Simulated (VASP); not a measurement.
# BN (Fmm2) in VASP: vibrations by perturbation theory with LDA

Aim: the vibrations by perturbation theory of BN with LDA.

Everything below comes from runs of VASP 6.6.1. Logs are shortened: lines on timing, memory, paths and dates and some standing lists are left out, and cuts for length are marked.

### 1 The cell of the first run

It takes space group Fmm2 (No. 42, orthorhombic). The conventional cell has a = 2.490 Å, b = 6.558 Å, c = 4.306 Å, α = 90.00°, β = 90.00°, γ = 90.00°. Within 1.9 Å of B (site symmetry mm2) lie 3 N at 1.44 Å. Within 1.9 Å of N (site symmetry mm2) lie 3 B at 1.44 Å.

### 2 Vibrations by perturbation theory, LDA

INCAR reads:

```
SYSTEM = BN
ALGO = Normal ; EDIFF = 1E-8
ENCUT = 600 ; GGA_COMPAT = .False.
IBRION = 8 ; ISIF = 2
ISMEAR = 0 ; LASPH = .True.
LCHARG = .False. ; LEPSILON = .True.
LREAL = .False. ; LWAVE = .False.
NBANDS = 11 ; NELM = 120
NSW = 1 ; PREC = Accurate
SIGMA = 0.01
```

KPOINTS reads:

```
k-points
0
Gamma
  12 12 12
  0 0 0
```

POSCAR reads:

```
BN
1.0
    0.0000000000      3.2788514030      2.1527936082
    1.2448188583      0.0000000000      2.1527936082
    1.2448188583      3.2788514030      0.0000000000
B N
1 1
Direct
    0.0001258530      0.0001258530      0.9998741470
    0.6665741370      0.6665741370      0.3334258630
```

Potentials or basis: VASP PAW LDA potentials, release 64 (B, N).

Launch:

```
> cat potpaw_LDA.64/B/POTCAR potpaw_LDA.64/N/POTCAR > POTCAR
> mpirun -np 1 vasp_std > vasp.out
```

OUTCAR:

```text
SYSTEM = BN
   EDIFF = 1E-8
   ENCUT = 600
   IBRION = 8
   ISIF = 2
   ISMEAR = 0
   LASPH = .True.
   LEPSILON = .True.
   LREAL = .False.
   NELM = 120
   NSW = 1
   PREC = Accurate

 ion  position               nearest neighbor table
   1  0.000  0.000  1.000-   2 1.44   2 1.44   2 1.44
   2  0.667  0.667  0.333-   1 1.44   1 1.44   1 1.44

  LATTYP: Found a face centered orthorhombic cell.
 ALAT       =     2.4896377166
 B/A-ratio  =     1.7294031126
 C/A-ratio  =     2.6339988193

  Lattice vectors:

 A1 = (   0.0000000000,   3.2788514030,   2.1527936082)
 A2 = (  -1.2448188583,   3.2788514030,   0.0000000000)
 A3 = (  -1.2448188583,   0.0000000000,   2.1527936082)

Analysis of symmetry for initial positions (statically):
=====================================================================
 Subroutine PRICEL returns:
 Original cell was already a primitive cell.

 Routine SETGRP: Setting up the symmetry group for a
 face centered orthorhombic supercell.

 Subroutine GETGRP returns: Found  4 space group operations
 (whereof  4 operations were pure point group operations)
 out of a pool of  8 trial point group operations.

The static configuration has the point symmetry C_2v.

Analysis of symmetry for dynamics (positions and initial velocities):
=====================================================================
 Subroutine PRICEL returns:
 Original cell was already a primitive cell.

 Routine SETGRP: Setting up the symmetry group for a
 face centered orthorhombic supercell.

 Subroutine GETGRP returns: Found  4 space group operations
 (whereof  4 operations were pure point group operations)
 out of a pool of  8 trial point group operations.

The dynamic configuration has the point symmetry C_2v.

 Subroutine INISYM returns: Found  4 space group operations
 (whereof  4 operations are pure point group operations),
 and found     1 'primitive' translations

----------------------------------------------------------------------------------------

                                     Primitive cell

  volume of cell :      17.5736

  direct lattice vectors                    reciprocal lattice vectors
     0.000000000  3.278851403  2.152793608    -0.401664866  0.152492424  0.232256357
     1.244818858  0.000000000  2.152793608     0.401664866 -0.152492424  0.232256357
     1.244818858  3.278851403  0.000000000     0.401664866  0.152492424 -0.232256357

  length of vectors
     3.922421043  2.486783929  3.507198385     0.488396990  0.488396990  0.488396990

  position of ions in fractional coordinates (direct lattice)
     0.000125853  0.000125853  0.999874147
     0.666574137  0.666574137  0.333425863

  ion indices of the primitive-cell ions
   primitive index   ion index
                 1           1
                 2           2

----------------------------------------------------------------------------------------

 KPOINTS: k-points

Automatic generation of k-mesh.
 Grid dimensions read from file:
[... 486 lines left out ...]
           0.000000     0.000000     5.076440
 ------------------------------------------------------

 Free energy of the ion-electron system (eV)
  ---------------------------------------------------
  ---------------------------------------------------
  free energy    TOTEN  =        -0.19774452 eV

  energy without entropy =       -0.19774452

------------------------ aborting loop because EDIFF is reached ----------------------------------------

--------------------------------------- Ionic step        2  -------------------------------------------

------------------------ aborting loop because EDIFF is reached ----------------------------------------

--------------------------------------- Ionic step        3  -------------------------------------------

------------------------ aborting loop because EDIFF is reached ----------------------------------------

 PIEZOELECTRIC TENSOR FIELD DIRECTION 3  (e Angst)
 -----------------------------------------------------------------------------
    -1.24607  0.00000  0.00000           ( -0.00851  0.00000  0.00000)
     0.00000 -0.03414  0.00000           (  0.00000 -0.00031  0.00000)
     0.00000  0.00000  1.27470           (  0.00000  0.00000  0.00841)

 PIEZOELECTRIC TENSOR FIELD DIRECTION 3  (C/m^2)
 -----------------------------------------------------------------------------
    -1.13604  0.00000  0.00000
     0.00000 -0.03113  0.00000
     0.00000  0.00000  1.16214

--------------------------------------- Ionic step        4  -------------------------------------------
[... 17 lines left out ...]
------------------------ aborting loop because EDIFF is reached ----------------------------------------

--------------------------------------- Ionic step        9  -------------------------------------------

 Free energy of the ion-electron system (eV)
  ---------------------------------------------------
  ---------------------------------------------------
  free energy    TOTEN  =        -0.23315581 eV

  energy without entropy =       -0.23315581

------------------------ aborting loop because EDIFF is reached ----------------------------------------

 INTERNAL STRAIN TENSOR  FOR ION    2  DIRECTION 3   (eV/Angst):
 -----------------------------------------------------------------------------
   -13.68299  0.00000  0.00000
     0.00000  0.15636  0.00000
     0.00000  0.00000 13.62802

 MACROSCOPIC STATIC DIELECTRIC TENSOR (including local field effects in DFT)
 ------------------------------------------------------
           4.893485     0.000000     0.000000
           0.000000     2.736162     0.000000
           0.000000     0.000000     4.924918
 ------------------------------------------------------

 PIEZOELECTRIC TENSOR (including local field effects)  for field in x, y, z        (e  Angst)
          XX          YY          ZZ          XY          YZ          ZX
  --------------------------------------------------------------------------------
  x     0.00000     0.00000     0.00000     0.00000     0.00000    -1.25566
  y     0.00000     0.00000     0.00000     0.00000    -0.07559     0.00000
  z    -1.24607    -0.03414     1.27470     0.00000     0.00000     0.00000

 PIEZOELECTRIC TENSOR (including local field effects)  for field in x, y, z        (C/m^2)
          XX          YY          ZZ          XY          YZ          ZX
  --------------------------------------------------------------------------------
  x     0.00000     0.00000     0.00000     0.00000     0.00000    -1.14478
  y     0.00000     0.00000     0.00000     0.00000    -0.06891     0.00000
  z    -1.13604    -0.03113     1.16214     0.00000     0.00000     0.00000

 BORN EFFECTIVE CHARGES (including local field effects) (in |e|, cummulative output)
 ---------------------------------------------------------------------------------
 ion    1
    1     2.69318     0.00000     0.00000
    2     0.00000     0.72323     0.00000
    3     0.00000     0.00000     2.68827
 ion    2
    1    -2.69318     0.00000     0.00000
    2     0.00000    -0.72323     0.00000
    3     0.00000     0.00000    -2.68827

 INTERNAL STRAIN TENSOR FOR ION    2 for displacements in x,y,z  (eV/Angst):
          X           Y           Z          XY          YZ          ZX
  --------------------------------------------------------------------------------
  x     0.00000     0.00000     0.00000     0.00000     0.00000   -13.63927
  y     0.00000     0.00000     0.00000     0.00000     0.30223     0.00000
  z   -13.68299     0.15636    13.62802     0.00000     0.00000     0.00000

 SECOND DERIVATIVES (NOT SYMMETRIZED)
 ------------------------------------
               1X          1Y          1Z          2X          2Y          2Z
  1X   -43.160685    0.000000    0.000000   43.160685    0.000000    0.000000
  1Y     0.000000  -13.045604    0.000000    0.000000   13.045604    0.000000
  1Z     0.000000    0.000000  -43.126745    0.000000    0.000000   43.126745
  2X    43.163010    0.000000    0.000000  -43.163010    0.000000    0.000000
  2Y     0.000000   13.045253    0.000000    0.000000  -13.045253    0.000000
  2Z     0.000000    0.000000   43.112210    0.000000    0.000000  -43.112210

 Eigenvectors and eigenvalues of the dynamical matrix
 ----------------------------------------------------

   1 f  =   41.583248 THz   261.275255 2PiTHz 1387.067861 cm-1   171.974419 meV
             X         Y         Z           dx          dy          dz
      1.244819  3.278851  0.000542     0.751179    0.000000    0.000000
      1.244819  3.278851  2.869993    -0.660098   -0.000000    0.000000
[... 21 lines left out ...]
   6 f/i=    0.003473 THz     0.021824 2PiTHz    0.115859 cm-1     0.014365 meV
             X         Y         Z           dx          dy          dz
      1.244819  3.278851  0.000542     0.000000    0.000000   -0.660026
      1.244819  3.278851  2.869993     0.000000    0.000000   -0.751243

--------------------------------------------------------------------------------------------------------

 MACROSCOPIC STATIC DIELECTRIC TENSOR IONIC CONTRIBUTION
 ------------------------------------------------------
           1.730357     0.000000     0.000000
           0.000000     0.412857     0.000000
           0.000000     0.000000     1.725754
 ------------------------------------------------------

 ELASTIC MODULI CONTR FROM IONIC RELAXATION (kBar)
 Direction    XX          YY          ZZ          XY          YZ          ZX
 --------------------------------------------------------------------------------
 XX        -395.2352      4.5548    393.7332      0.0000      0.0000      0.0000
 YY           4.5548     -0.0525     -4.5375      0.0000      0.0000      0.0000
 ZZ         393.7332     -4.5375   -392.2368      0.0000      0.0000      0.0000
 XY           0.0000      0.0000      0.0000      0.0000      0.0000      0.0000
 YZ           0.0000      0.0000      0.0000      0.0000     -0.6087      0.0000
 ZX           0.0000      0.0000      0.0000      0.0000      0.0000   -415.1304
 --------------------------------------------------------------------------------

 PIEZOELECTRIC TENSOR IONIC CONTR  for field in x, y, z        (C/m^2)
          XX          YY          ZZ          XY          YZ          ZX
  --------------------------------------------------------------------------------
  x     0.00000     0.00000     0.00000     0.00000     0.00000     0.79750
  y     0.00000     0.00000     0.00000     0.00000    -0.01492     0.00000
  z     0.77712    -0.00896    -0.77417     0.00000     0.00000     0.00000
```

Wall time 9.7 min (1 thread of AMD EPYC 9R45 (Zen 5), shared host); peak memory 0.41 GiB.

What came out:

| Property | Result |
| --- | --- |
| Electronic dielectric tensor (diagonal) | 4.89, 2.74, 4.92 |
| Born charges (mean of the diagonal) | B +2.03; N -2.03 e |
| Highest phonon frequency at Γ, LO-TO splitting left out | 1387 cm⁻¹ |

Phonon frequencies in cm⁻¹ (negative: imaginary):
```
              q point          frequencies
(0.000, 0.000, 0.000)  0 0 0 763 1386 1387
```

Electronic dielectric tensor:
```
4.89 0.00 0.00
0.00 2.74 0.00
0.00 0.00 4.92
```

Born effective charge tensors (e):
atom 1, B
```
2.69 0.00 0.00
0.00 0.72 0.00
0.00 0.00 2.69
```
atom 2, N
```
-2.69  0.00  0.00
 0.00 -0.72  0.00
 0.00  0.00 -2.69
```
